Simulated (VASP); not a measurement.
# Cu (P6_3/mmc) in VASP: single point with PBEsol

Aim: the single point of Cu with PBEsol.

Program: VASP 6.6.1. These are calculated values, not measurements. Logs are shortened: lines on timing, memory, paths and dates and some standing lists are left out, and cuts for length are marked.

**1. The cell of the first run**

The structure is hexagonal, space group P6_3/mmc (No. 194). The conventional cell has a = 2.534 Å, b = 2.534 Å, c = 4.113 Å, α = 90.00°, β = 90.00°, γ = 120.00°. Within 3.3 Å of Cu (site symmetry -6m2) lie 12 Cu at 2.52 to 2.53 Å.

**2. Single point, PBEsol**

Input file INCAR:

```
SYSTEM = Cu
PREC     = Accurate       ! precision mode
ENCUT    = 520            ! plane-wave cutoff, eV
EDIFF    = 1E-6           ! SCF threshold, eV
ISMEAR   = 0              ! smearing method
SIGMA    = 0.15           ! smearing width, eV
LREAL    = .False.        ! projectors in reciprocal space
LASPH    = .True.         ! aspherical terms in the spheres
NELM     = 100            ! most SCF steps
ALGO     = Normal         ! electronic algorithm
ISIF     = 2              ! what is computed and relaxed
LWAVE    = .False.        ! write WAVECAR
LCHARG   = .False.        ! write CHGCAR
GGA      = PS             ! functional
NBANDS   = 18             ! bands
```

Input file KPOINTS:

```
Automatic mesh
0
Gamma
  10 10 6
  0 0 0
```

Input file POSCAR:

```
Cu
1.0
    2.5340970000      0.0000000000      0.0000000000
   -1.2670480000      2.1945920000      0.0000000000
    0.0000000000      0.0000000000      4.1125710000
Cu
2
Direct
    0.3333330000      0.6666670000      0.2500000000
    0.6666670000      0.3333330000      0.7500000000
```

Potentials or basis: VASP PAW PBE potentials, release 64 (Cu).

Launch:

```console
> cat potpaw_PBE.64/Cu/POTCAR > POTCAR
> mpirun -np 1 vasp_std > vasp.out
```

OUTCAR:

```text
SYSTEM = Cu
   PREC = Accurate
   ENCUT = 520
   EDIFF = 1E-6
   ISMEAR = 0
   LREAL = .False.
   LASPH = .True.
   NELM = 100
   ISIF = 2
   GGA = PS

 ion  position               nearest neighbor table
   1  0.333  0.667  0.250-   2 2.52   2 2.52   2 2.52   2 2.52   2 2.52   2 2.52
   2  0.667  0.333  0.750-   1 2.52   1 2.52   1 2.52   1 2.52   1 2.52   1 2.52

  LATTYP: Found a hexagonal cell.
 ALAT       =     2.5340970000
 C/A-ratio  =     1.6228940723

  Lattice vectors:

 A1 = (   2.5340970000,   0.0000000000,   0.0000000000)
 A2 = (  -1.2670480000,   2.1945920000,   0.0000000000)
 A3 = (   0.0000000000,   0.0000000000,   4.1125710000)

Analysis of symmetry for initial positions (statically):
=====================================================================
 Subroutine PRICEL returns:
 Original cell was already a primitive cell.

 Routine SETGRP: Setting up the symmetry group for a
 hexagonal supercell.

 Subroutine GETGRP returns: Found 24 space group operations
 (whereof 12 operations were pure point group operations)
 out of a pool of 24 trial point group operations.

The static configuration has the point symmetry D_3d.
 The point group associated with its full space group is D_6h.

Analysis of symmetry for dynamics (positions and initial velocities):
=====================================================================
 Subroutine PRICEL returns:
 Original cell was already a primitive cell.

 Routine SETGRP: Setting up the symmetry group for a
 hexagonal supercell.

 Subroutine GETGRP returns: Found 24 space group operations
 (whereof 12 operations were pure point group operations)
 out of a pool of 24 trial point group operations.

The dynamic configuration has the point symmetry D_3d.
 The point group associated with its full space group is D_6h.

 Subroutine INISYM returns: Found 24 space group operations
 (whereof 12 operations are pure point group operations),
 and found     1 'primitive' translations

----------------------------------------------------------------------------------------

                                     Primitive cell

  volume of cell :      22.8713

  direct lattice vectors                    reciprocal lattice vectors
     2.534097000  0.000000000  0.000000000     0.394617886  0.227832692  0.000000000
    -1.267048000  2.194592000  0.000000000     0.000000000  0.455665563  0.000000000
     0.000000000  0.000000000  4.112571000     0.000000000  0.000000000  0.243156896

  length of vectors
     2.534097000  2.534096423  4.112571000     0.455665460  0.455665563  0.243156896

  position of ions in fractional coordinates (direct lattice)
     0.333333000  0.666667000  0.250000000
     0.666667000  0.333333000  0.750000000

  ion indices of the primitive-cell ions
   primitive index   ion index
                 1           1
                 2           2

----------------------------------------------------------------------------------------

 KPOINTS: Automatic mesh

Automatic generation of k-mesh.
 Grid dimensions read from file:
 generate k-points for:   10   10    6

 Generating k-lattice:

  Cartesian coordinates                     Fractional coordinates (reciprocal lattice)
     0.039461789  0.022783269  0.000000000     0.100000000  0.000000000  0.000000000
     0.000000000  0.045566556  0.000000000     0.000000000  0.100000000  0.000000000
     0.000000000  0.000000000  0.040526149     0.000000000  0.000000000  0.166666667

  Length of vectors
     0.045566546  0.045566556  0.040526149

  Shift w.r.t. Gamma in fractional coordinates (k-lattice)
     0.000000000  0.000000000  0.000000000

 Subroutine IBZKPT returns following result:
 ===========================================

 Found     56 irreducible k-points:

 Following reciprocal coordinates:
            Coordinates               Weight
  0.000000  0.000000  0.000000      1.000000
  0.100000  0.000000  0.000000      6.000000
  0.200000  0.000000  0.000000      6.000000
  0.300000  0.000000  0.000000      6.000000
  0.400000 -0.000000  0.000000      6.000000
  0.500000  0.000000  0.000000      3.000000
[... 16 lines left out ...]
  0.300000  0.100000  0.166667     24.000000
  0.400000  0.100000  0.166667     24.000000
 [... further k-points ...]
   k-points           NKPTS =     56   k-points in BZ     NKDIM =     56   number of bands    NBANDS=     18
   number of dos      NEDOS =    301   number of ions     NIONS =      2
   total plane-waves  NPLWV =  12800
   dimension x,y,z NGX =    20 NGY =   20 NGZ =   32
   dimension x,y,z NGXF=    40 NGYF=   40 NGZF=   64
   ions per type =               2
   NGX,Y,Z   is equivalent  to a cutoff of  13.12, 13.12, 12.94 a.u.
   NGXF,Y,Z  is equivalent  to a cutoff of  26.24, 26.24, 25.87 a.u.
 SYSTEM =  Cu
   PREC   = accura    normal or accurate (medium, high low for compatibility)
   ISTART =      0    job   : 0-new  1-cont  2-samecut
   ICHARG =      2    charge: 1-file 2-atom 10-const
   ISPIN  =      1    spin polarized calculation?
   LNONCOLLINEAR =      F non collinear calculations
   LSORBIT =      F    spin-orbit coupling
   LASPH  =      T    aspherical Exc in radial PAW
   ENCUT  =  520.0 eV  38.22 Ry    6.18 a.u.   4.71  4.71  7.65*2*pi/ulx,y,z
   NELM   =    100;   NELMIN=  2; NELMDL= -5     # of ELM steps
   EDIFF  = 0.1E-05   stopping-criterion for ELM
   LREAL  =      F    real-space projection
   EDIFFG = 0.1E-04   stopping-criterion for IOM
   NSW    =      0    number of steps for IOM
   IBRION =     -1    ionic relax: 0-MD 1-quasi-New 2-CG
   NFREE  =      0    steps in history (QN), initial steepest desc. (CG)
   ISIF   =      2    stress and relaxation
   ISYM   =      2    0-nonsym 1-usesym 2-fastsym
   POTIM  = 0.5000    time-step for ionic-motion
   TEBEG  =    0.0;   TEEND  =   0.0 temperature during run
   PSTRESS=    0.0 pullay stress
   NELECT =      22.0000    total number of electrons
   NUPDOWN=      -1.0000    fix difference up-down
   EMIN   =  10.00;   EMAX   =-10.00  energy-range for DOS
   EFERMI =   0.00;   METHOD = LEGACY
   ISMEAR =     0;   SIGMA  =   0.15  broadening in eV -4-tet -1-fermi 0-gaus
   EFERMI_NEDOS =   21; number of points for ismear=-14 and -15
   IALGO  =     38    algorithm
   IMIX   =      4    mixing-type and parameters
     AMIX     =   0.40;   BMIX     =  1.00
     AMIX_MAG =   1.60;   BMIX_MAG =  1.00
  volume/ion in A,a.u.               =      11.44        77.17
  Fermi-wavevector in a.u.,A,eV,Ry     =   1.616041  3.053874 35.532798  2.611587
  Thomas-Fermi vector in A             =   2.710691
   LORBIT       =      0    0 simple, 1 ext, 2 COOP (PROOUT), +10 PAW based schemes
   GGA     = PS    functional components
   LHFCALC =     F    Hartree Fock is set to
   AEXX    =    0.0000 exact exchange contribution
   IVDW    =     0    specifies the selected vdW correction
   LEPSILON=     F    determine dielectric tensor
   LRPA    =     F    only Hartree local field effects (RPA)
 non-spin polarized calculation
 Gauss-broadening in eV      SIGMA  =   0.15
  energy-cutoff  :      520.00
  volume of cell :       22.87
 maximum number of plane-waves:       640
 NGX is ok and might be reduce to    20
   NGX =  9   NGY =  9   NGZ = 15

 number of electron      21.9999980 magnetization

 Free energy of the ion-electron system (eV)
  ---------------------------------------------------
  ext. energy  EPLUGINS =         0.00000000
  ---------------------------------------------------
  free energy    TOTEN  =        -8.58577681 eV

  energy without entropy =       -8.57506766  energy(sigma->0) =       -8.58042224

 E-fermi :   7.7114     XC(G=0): -13.0966

 val. band max:        7.6659888286   @ k =   0.5000   0.0000   0.1667
 cond. band min:       7.7157569397   @ k =   0.3000   0.0000   0.3333
 fundamental gap:      0.0497681111
 Fermi energy:         7.7113507690

 k-point     1 :       0.0000    0.0000    0.0000
  band No.  band energies     occupation
      1      -1.8328      2.00000
      2       2.5390      2.00000
      3       4.6961      2.00000
      4       4.7410      2.00000
      5       4.7410      2.00000
      6       4.9656      2.00000
[... 10 lines left out ...]
     17      31.5250      0.00000
     18      31.5253      0.00000

 k-point     2 :       0.1000    0.0000    0.0000
  band No.  band energies     occupation
      1      -1.5044      2.00000
      2       2.7247      2.00000
      3       4.5191      2.00000
      4       4.8624      2.00000
      5       4.8670      2.00000
      6       4.9306      2.00000
[... 10 lines left out ...]
     17      32.4005      0.00000
     18      32.8516      0.00000

 k-point     3 :       0.2000    0.0000    0.0000
  band No.  band energies     occupation
      1      -0.5541      2.00000
      2       3.1460      2.00000
      3       4.2822      2.00000
      4       4.2951      2.00000
      5       4.7483      2.00000
      6       5.0017      2.00000
[... 10 lines left out ...]
     17      28.3366      0.00000
     18      30.3732      0.00000

 k-point     4 :       0.3000    0.0000    0.0000
  band No.  band energies     occupation
      1       0.8668      2.00000
      2       3.3424      2.00000
      3       3.7334      2.00000
      4       4.2144      2.00000
      5       4.7368      2.00000
      6       4.8204      2.00000
[... 375 lines left out ...]
      4       4.1368      2.00000
      5       4.6214      2.00000
      6       4.8467      2.00000
[... 10 lines left out ...]
     17      27.1563      0.00000
     18      29.2856      0.00000

 k-point    23 :       0.3000    0.1000    0.1667
  band No.  band energies     occupation
      1       1.9454      2.00000
      2       3.3871      2.00000
      3       3.5550      2.00000
      4       4.1083      2.00000
      5       4.6447      2.00000
      6       4.8917      2.00000
[... 10 lines left out ...]
     17      25.6398      0.00000
     18      26.0175      0.00000

 k-point    24 :       0.4000    0.1000    0.1667
  band No.  band energies     occupation
      1       2.7382      2.00000
      2       3.2284      2.00000
      3       3.5935      2.00000
      4       4.0129      2.00000
      5       4.6213      2.00000
      6       5.0548      2.00000
[... 10 lines left out ...]
     17      22.3545      0.00000
     18      25.3236      0.00000

 [... further k-points ...]

------------------------ aborting loop because EDIFF is reached ----------------------------------------

  FORCE on cell =-STRESS in cart. coord.  units (eV):
  Direction    XX          YY          ZZ          XY          YZ          ZX
  --------------------------------------------------------------------------------------
  -------------------------------------------------------------------------------------
  Total       -0.0960471     -0.0960471     -0.0999983     -0.0000000      0.0000000      0.0000000
  in kB       -6.7282856     -6.7282832     -7.0050739     -0.0000015      0.0000000      0.0000000
  external PRESSURE =      -6.8205476 kB  Pullay stress =       0.0000000 kB

 VOLUME and BASIS-vectors are now :
 -----------------------------------------------------------------------------
  energy-cutoff  :      520.00
  volume of cell :       22.87
      direct lattice vectors                 reciprocal lattice vectors
     2.534097000  0.000000000  0.000000000     0.394617886  0.227832692  0.000000000
    -1.267048000  2.194592000  0.000000000     0.000000000  0.455665563  0.000000000
     0.000000000  0.000000000  4.112571000     0.000000000  0.000000000  0.243156896

 POSITION                                       TOTAL-FORCE (eV/Angst)
 -----------------------------------------------------------------------------------
     -0.00000      1.46306      1.02814         0.000000      0.000000      0.000000
      1.26705      0.73153      3.08443        -0.000000     -0.000000      0.000000
 -----------------------------------------------------------------------------------
    total drift:                               -0.000054      0.000049     -0.000014

  FREE ENERGIE OF THE ION-ELECTRON SYSTEM (eV)
  ---------------------------------------------------
  free  energy   TOTEN  =        -8.5857768135 eV

  energy  without entropy=       -8.5750676594  energy(sigma->0) =       -8.58042224
```

Run time: 41 s. Hardware: 1 thread of Intel Xeon 8259CL, shared host; peak memory 0.14 GiB.

Results:

- Free energy: -8.5858 eV
- Pressure: -0.7 GPa
- Band gap on the k mesh: zero (band 11 reaches 10.89 eV, above the bottom of band 12 at 5.81 eV)

Caveat: the PAW data sets were made with another functional, which shifts forces and pressure a little.
